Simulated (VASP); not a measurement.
SiB2: single point with PBE

The system is SiB2.

```xyz
6
Lattice="4.8365 0.0000 0.0000 -2.4182 4.1885 0.0000 0.0000 0.0000 2.7972" Properties=species:S:1:pos:R:3 pbc="T T T"
Si    2.4182    1.3962    1.3986
Si    0.0000    2.7923    1.3986
B     0.5456    0.9450    0.0000
B    -1.8727    3.2435    0.0000
B     3.7453    0.0000    0.0000
B     0.0000    0.0000    1.3986
```

The cell was generated, and may not be a known phase.

| Property | Result |
| --- | --- |
| Program | VASP 6.6.1 |
| Task | single point |
| Functional | PBE |
| Potentials or basis | VASP PAW PBE potentials, release 64 (Si, B) |
| Cutoff | 520 eV |
| k mesh | 6 × 6 × 6 |
| Occupations | gaussian, width 0.1 eV |
| Spin | no spin polarisation |
| Dipole correction | no |
| Further INCAR settings | ALGO = Normal; EDIFF = 1e-07; NBANDS = 19 |

The pressure is 0.1 GPa. The largest force is 0.007 eV/Å and the band gap on the k mesh is zero (bands 10 and 11 overlap by 5.97 eV).

Forces on the atoms (eV/Å):
```
Si   0.000  0.000  0.000
Si   0.000  0.000  0.000
B    0.003  0.006  0.000
B    0.003 -0.006  0.000
B   -0.007  0.000  0.000
B    0.000  0.000  0.000
```

Levels at points of the mesh, in eV from the Fermi level:
| k point | band 7 | band 8 | band 9 | band 10 | band 11 | band 12 | band 13 | band 14 |
| --- | --- | --- | --- | --- | --- | --- | --- | --- |
| (0.00, 0.00, 0.00) | -6.38 | -3.83 | 3.83 | 3.83 | 3.93 | 4.12 | 4.12 | 5.21 |
| (0.50, 0.00, 0.00) | -3.55 | -1.90 | -1.02 | 0.84 | 2.29 | 3.38 | 3.60 | 5.51 |
| (0.00, 0.00, 0.50) | -3.77 | -3.77 | -2.88 | -2.15 | -2.15 | -2.02 | -1.77 | -1.77 |
| (0.50, 0.00, 0.50) | -4.66 | -4.55 | -1.04 | -0.25 | -0.24 | 1.53 | 2.57 | 2.63 |

Run time: 19 s on 1 thread of Intel(R) Xeon(R) Platinum 8259CL CPU @ 2.50GHz (Skylake/Cascade Lake), with other jobs on the host, peak memory 0.18 GiB.

Caveat: the k points lie up to 0.37 Å⁻¹ apart, too coarse for converged energies and pressures of a metal.
